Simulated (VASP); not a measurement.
# CdH6 (P4mm) in VASP: relaxation of cell and atoms with PBE

Aim: the relaxation of cell and atoms of CdH6 with PBE.

Everything below comes from runs of VASP 6.6.1. Logs are shortened: lines on timing, memory, paths and dates and some standing lists are left out, and cuts for length are marked.

**1. The cell of the first run**

Symmetry: P4mm, No. 99, tetragonal system. The conventional cell has a = 4.532 Å, b = 4.532 Å, c = 3.560 Å, α = 90.00°, β = 90.00°, γ = 90.00°. Within 3.0 Å of Cd (site symmetry 4mm) lie 12 H at 2.26 to 2.33 Å. Within 2.7 Å of H (site symmetry m) lie 8 H at 2.05 to 2.55 Å and 2 Cd at 2.26 to 2.33 Å. H (site symmetry 2mm) has 8 H at 2.25 to 2.55 Å and 2 Cd at 2.27 Å within 3.0 Å.

The cell was generated, and may not be a known phase.

**2. Relaxation of cell and atoms, PBE**

Input file INCAR:

```
ALGO = Normal ; EDIFF = 1E-7
EDIFFG = -0.04 ; ENCUT = 630
GGA = PE ; GGA_COMPAT = False
IBRION = 2 ; ISIF = 3
ISMEAR = 0 ; LASPH = True
LCHARG = False ; LREAL = False
LWAVE = False ; NELM = 120
NELMIN = 4 ; NSW = 90
PREC = Accurate ; SIGMA = 0.1
```

Input file KPOINTS:

```
k-points
0
Gamma
  4 4 6
```

Input file POSCAR:

```
CdH6
1.0
    4.5321884600      0.0000000000      0.0000000000
    0.0000000000      4.5321884600      0.0000000000
    0.0000000000      0.0000000000      3.5596926900
Cd H
1 6
Direct
    0.0000000000      0.0000000000      0.9633807600
    0.2258818100      0.2258818100      0.4512058400
    0.7741181900      0.7741181900      0.4512058400
    0.7741181900      0.2258818100      0.4512058400
    0.2258818100      0.7741181900      0.4512058400
    0.5000000000      0.0000000000      0.0084999200
    0.0000000000      0.5000000000      0.0084999200
```

Potentials or basis: VASP PAW PBE potentials, release 64 (Cd_sv_GW, H).

Command:

```bash
cat potpaw_PBE.64/Cd_sv_GW/POTCAR potpaw_PBE.64/H/POTCAR > POTCAR
mpirun -np 1 vasp_std > vasp.out
```

OUTCAR:

```text
EDIFF = 1E-7
   EDIFFG = -0.04
   ENCUT = 630
   GGA = PE
   IBRION = 2
   ISIF = 3
   ISMEAR = 0
   LASPH = True
   LREAL = False
   NELM = 120
   NELMIN = 4
   NSW = 90
   PREC = Accurate

 ion  position               nearest neighbor table
   1  0.000  0.000  0.963-
   2  0.226  0.226  0.451-
   3  0.774  0.774  0.451-
   4  0.774  0.226  0.451-
   5  0.226  0.774  0.451-
   6  0.500  0.000  0.008-
   7  0.000  0.500  0.008-

  LATTYP: Found a simple tetragonal cell.
 ALAT       =     4.5321884600
 C/A-ratio  =     0.7854246842

  Lattice vectors:

 A1 = (   4.5321884600,   0.0000000000,   0.0000000000)
 A2 = (   0.0000000000,   4.5321884600,   0.0000000000)
 A3 = (   0.0000000000,   0.0000000000,   3.5596926900)

Analysis of symmetry for initial positions (statically):
=====================================================================
 Subroutine PRICEL returns:
 Original cell was already a primitive cell.

 Routine SETGRP: Setting up the symmetry group for a
 simple tetragonal supercell.

 Subroutine GETGRP returns: Found  8 space group operations
 (whereof  8 operations were pure point group operations)
 out of a pool of 16 trial point group operations.

The static configuration has the point symmetry C_4v.

Analysis of symmetry for dynamics (positions and initial velocities):
=====================================================================
 Subroutine PRICEL returns:
 Original cell was already a primitive cell.

 Routine SETGRP: Setting up the symmetry group for a
 simple tetragonal supercell.

 Subroutine GETGRP returns: Found  8 space group operations
 (whereof  8 operations were pure point group operations)
 out of a pool of 16 trial point group operations.

The dynamic configuration has the point symmetry C_4v.

 Subroutine INISYM returns: Found  8 space group operations
 (whereof  8 operations are pure point group operations),
 and found     1 'primitive' translations

----------------------------------------------------------------------------------------

                                     Primitive cell

  volume of cell :      73.1187

  direct lattice vectors                    reciprocal lattice vectors
     4.532188460  0.000000000  0.000000000     0.220643958  0.000000000  0.000000000
     0.000000000  4.532188460  0.000000000     0.000000000  0.220643958  0.000000000
     0.000000000  0.000000000  3.559692690     0.000000000  0.000000000  0.280923127

  length of vectors
     4.532188460  4.532188460  3.559692690     0.220643958  0.220643958  0.280923127

  position of ions in fractional coordinates (direct lattice)
     0.000000000  0.000000000  0.963380760
     0.225881810  0.225881810  0.451205840
[... 73 lines left out ...]
   ions per type =               1   6
   NGX,Y,Z   is equivalent  to a cutoff of  14.67, 14.67, 14.01 a.u.
   NGXF,Y,Z  is equivalent  to a cutoff of  29.34, 29.34, 28.02 a.u.
 SYSTEM =  unknown system
   PREC   = accura    normal or accurate (medium, high low for compatibility)
   ISTART =      0    job   : 0-new  1-cont  2-samecut
   ICHARG =      2    charge: 1-file 2-atom 10-const
   ISPIN  =      1    spin polarized calculation?
   LNONCOLLINEAR =      F non collinear calculations
   LSORBIT =      F    spin-orbit coupling
   LASPH  =      T    aspherical Exc in radial PAW
   ENCUT  =  630.0 eV  46.30 Ry    6.80 a.u.   9.28  9.28  7.29*2*pi/ulx,y,z
   NELM   =    120;   NELMIN=  4; NELMDL= -5     # of ELM steps
   EDIFF  = 0.1E-06   stopping-criterion for ELM
   LREAL  =      F    real-space projection
   EDIFFG = -.4E-01   stopping-criterion for IOM
   NSW    =     90    number of steps for IOM
   IBRION =      2    ionic relax: 0-MD 1-quasi-New 2-CG
   NFREE  =      1    steps in history (QN), initial steepest desc. (CG)
   ISIF   =      3    stress and relaxation
   ISYM   =      2    0-nonsym 1-usesym 2-fastsym
   POTIM  = 0.5000    time-step for ionic-motion
   TEBEG  =    0.0;   TEEND  =   0.0 temperature during run
   PSTRESS=    0.0 pullay stress
   NELECT =      26.0000    total number of electrons
   NUPDOWN=      -1.0000    fix difference up-down
   EMIN   =  10.00;   EMAX   =-10.00  energy-range for DOS
   EFERMI =   0.00;   METHOD = LEGACY
   ISMEAR =     0;   SIGMA  =   0.10  broadening in eV -4-tet -1-fermi 0-gaus
   EFERMI_NEDOS =   21; number of points for ismear=-14 and -15
   IALGO  =     38    algorithm
   IMIX   =      4    mixing-type and parameters
     AMIX     =   0.40;   BMIX     =  1.00
     AMIX_MAG =   1.60;   BMIX_MAG =  1.00
  volume/ion in A,a.u.               =      10.45        70.49
  Fermi-wavevector in a.u.,A,eV,Ry     =   1.159818  2.191738 18.302252  1.345178
  Thomas-Fermi vector in A             =   2.296407
   LORBIT       =      0    0 simple, 1 ext, 2 COOP (PROOUT), +10 PAW based schemes
   GGA     = PE    functional components
   LHFCALC =     F    Hartree Fock is set to
   AEXX    =    0.0000 exact exchange contribution
   IVDW    =     0    specifies the selected vdW correction
   LEPSILON=     F    determine dielectric tensor
   LRPA    =     F    only Hartree local field effects (RPA)
 conjugate gradient relaxation of ions
 non-spin polarized calculation
 Gauss-broadening in eV      SIGMA  =   0.10
  energy-cutoff  :      630.00
  volume of cell :       73.12
 maximum number of plane-waves:      2678
 NGX is ok and might be reduce to    40
   NGX = 19   NGY = 19   NGZ = 15

--------------------------------------- Ionic step        1  -------------------------------------------

 number of electron      25.9999996 magnetization

 Free energy of the ion-electron system (eV)
  ---------------------------------------------------
  ext. energy  EPLUGINS =         0.00000000
  ---------------------------------------------------
  free energy    TOTEN  =       -12.06260012 eV

  energy without entropy =      -12.04293072  energy(sigma->0) =      -12.05276542

 E-fermi :  -0.4754     XC(G=0):  -8.3579

 val. band max:       -0.4872150183   @ k =   0.2500   0.0000   0.1667
 cond. band min:      -0.4670873155   @ k =   0.2500   0.0000   0.3333
 fundamental gap:      0.0201277029
 Fermi energy:        -0.4754105301
[... 1072 lines left out ...]
      4     -61.2113      2.00000
      5      -6.7837      2.00000
      6      -6.7837      2.00000
[... 9 lines left out ...]
     16       4.5472      0.00000
     17       7.6511      0.00000

[... ionic steps 4 to 24 ...]

--------------------------------------- Ionic step       25  -------------------------------------------

 number of electron      25.9999994 magnetization

------------------------ aborting loop because EDIFF is reached ----------------------------------------
[... 77 lines left out ...]
--------------------------------------- Ionic step       27  -------------------------------------------

 number of electron      26.0000006 magnetization

 Free energy of the ion-electron system (eV)
  ---------------------------------------------------
  ext. energy  EPLUGINS =         0.00000000
  ---------------------------------------------------
  free energy    TOTEN  =       -15.26953627 eV

  energy without entropy =      -15.26292720  energy(sigma->0) =      -15.26623174

 E-fermi :   2.3724     XC(G=0):  -9.8659

 val. band max:        2.2760952681   @ k =   0.2500   0.0000   0.3333
 cond. band min:       2.4064292776   @ k =   0.2500   0.2500   0.3333
 fundamental gap:      0.1303340094
 Fermi energy:         2.3723825295
[... 512 lines left out ...]
  FREE ENERGIE OF THE ION-ELECTRON SYSTEM (eV)
  ---------------------------------------------------
  free  energy   TOTEN  =       -15.2695362667 eV

  energy  without entropy=      -15.2629272036  energy(sigma->0) =      -15.26623174

 reached required accuracy - stopping structural energy minimisation
```

CONTCAR:

```text
CdH6
   1.00000000000000
     3.3809404248484531    0.0000000000000000    0.0000000000000000
     0.0000000000000000    3.3809404248484531   -0.0000000000000000
     0.0000000000000000    0.0000000000000000    4.3730201196271423
  Cd              H
     1     6
Direct
     0.0000000000000000    0.0000000000000000    0.8282433151879537
     0.3210030077057617    0.3210030077057617    0.4703465904717880
     0.6789969922942384    0.6789969922942384    0.4703465904717880
     0.6789969922942384    0.3210030077057617    0.4703465904717880
     0.3210030077057617    0.6789969922942384    0.4703465904717880
     0.5000000000000000    0.0000000000000000    0.0377871414624458
     0.0000000000000000    0.5000000000000000    0.0377871414624457

  0.00000000E+00  0.00000000E+00  0.00000000E+00
  0.00000000E+00  0.00000000E+00  0.00000000E+00
  0.00000000E+00  0.00000000E+00  0.00000000E+00
  0.00000000E+00  0.00000000E+00  0.00000000E+00
  0.00000000E+00  0.00000000E+00  0.00000000E+00
  0.00000000E+00  0.00000000E+00  0.00000000E+00
  0.00000000E+00  0.00000000E+00  0.00000000E+00
```

Wall time 12 min (1 thread of Intel Xeon Platinum 8488C (Sapphire Rapids), shared host); peak memory 0.26 GiB.

What came out:

| Property | Result |
| --- | --- |
| Free energy | -15.2695 eV |
| Relaxed volume | 7.14 Å³/atom |
| Relaxed cell | a = 3.381 Å, b = 3.381 Å, c = 4.373 Å, α = 90.00°, β = 90.00°, γ = 90.00° |
| Space group after relaxing (to 0.1 Å) | P4mm (No. 99) |
| Energy gained by relaxing | 458.1 meV/atom |
| Ionic steps | 27 |
| Pressure after relaxing | 0.0 GPa |
| Largest force after relaxing | 0.028 eV/Å |
| Band gap on the k mesh | zero (bands 13 and 14 overlap by 2.61 eV) |

Forces in eV/Å, atoms in the order of the input:
```
Cd   0.000  0.000 -0.028
H    0.014  0.014  0.001
H   -0.014 -0.014  0.001
H   -0.014  0.014  0.001
H    0.014 -0.014  0.001
H    0.000  0.000  0.013
H    0.000  0.000  0.013
```

Step by step:
| step | energy change (eV) | largest force (eV/Å) | pressure (GPa) | volume (Å³) |
| --- | --- | --- | --- | --- |
| 1 | 0.0000 | 0.2708 | -10.11 | 73.12 |
| 2 | -0.4006 | 0.1526 | -8.02 | 66.37 |
| 3 | -0.7105 | 0.3397 | -3.02 | 58.06 |
| 4 | -0.7370 | 0.4550 | 0.62 | 54.52 |
| 5 | -0.7386 | 0.4166 | -0.29 | 55.31 |
| 6 | -0.8619 | 0.3828 | -0.10 | 53.71 |
| 7 | -1.1927 | 0.4881 | 2.95 | 48.87 |
| 8 | -1.3353 | 0.9642 | 27.77 | 39.17 |
| 9 | -1.4415 | 0.7854 | 16.36 | 42.23 |
| 10 | -1.5089 | 0.7695 | 16.46 | 42.14 |
| 11 | -1.7079 | 0.7974 | 17.37 | 41.85 |
| 12 | -2.0676 | 1.0133 | 19.75 | 41.10 |
| 13 | -2.1630 | 1.1792 | 30.58 | 39.04 |
| 14 | -2.3149 | 1.0510 | 24.76 | 40.00 |
| 15 | -2.3094 | 1.0925 | 26.32 | 39.72 |
| 16 | -2.6674 | 0.6899 | 18.86 | 41.80 |
| 17 | -2.7572 | 0.5956 | 14.31 | 43.57 |
| 18 | -2.9563 | 0.2215 | 9.26 | 45.19 |
| 19 | -3.1035 | 0.3068 | 2.41 | 48.01 |
| 20 | -3.1077 | 0.3779 | 1.27 | 48.57 |
| 21 | -3.1350 | 0.3099 | 0.74 | 49.00 |
| 22 | -3.1832 | 0.1092 | -0.51 | 50.28 |
| 23 | -3.1895 | 0.0694 | -0.95 | 50.91 |
| 24 | -3.1972 | 0.0848 | -0.55 | 50.59 |
| 25 | -3.2054 | 0.1034 | 0.35 | 49.88 |
| 26 | -3.2055 | 0.1055 | 0.48 | 49.78 |
| 27 | -3.2069 | 0.0279 | -0.01 | 49.99 |

Final structure:
```cif
data_structure
_symmetry_space_group_name_H-M 'P 1'
_symmetry_Int_Tables_number 1
_cell_length_a 3.3809
_cell_length_b 3.3809
_cell_length_c 4.3730
_cell_angle_alpha 90.000
_cell_angle_beta 90.000
_cell_angle_gamma 90.000
_cell_volume 49.99
loop_
_atom_site_label
_atom_site_type_symbol
_atom_site_fract_x
_atom_site_fract_y
_atom_site_fract_z
_atom_site_occupancy
Cd1 Cd 0.00000 0.00000 0.82824 1
H1 H 0.32100 0.32100 0.47035 1
H2 H 0.67900 0.67900 0.47035 1
H3 H 0.67900 0.32100 0.47035 1
H4 H 0.32100 0.67900 0.47035 1
H5 H 0.50000 0.00000 0.03779 1
H6 H 0.00000 0.50000 0.03779 1
```

Levels at points of the mesh, in eV from the Fermi level:
```
           k point  band 9  band 10  band 11  band 12  band 13  band 14  band 15  band 16  band 17
(0.00, 0.00, 0.00)   -8.55    -8.35    -5.61     0.18     0.18     1.16     1.48     6.67    10.76
(0.50, 0.00, 0.00)   -8.56    -8.51    -6.14    -2.27    -1.49     1.71     4.72     4.85     5.79
(0.50, 0.50, 0.00)   -8.22    -7.14    -4.76    -4.76    -1.46     0.73     0.73     5.13     6.63
(0.00, 0.00, 0.50)   -8.60    -8.34    -7.32     0.59     0.59     1.46     3.60     7.93     8.39
(0.50, 0.00, 0.50)   -8.38    -7.88    -5.04    -4.35    -3.69     1.70     6.69     7.25     7.81
(0.50, 0.50, 0.50)   -8.22    -7.32    -3.17    -3.17    -1.95    -1.95    -0.45     1.57     4.73
```

Caveat: the volume moved by over 15 % at a fixed basis, so the end points are rough.

The gap in the log of VASP goes by the Fermi energy; the results here count the filled bands.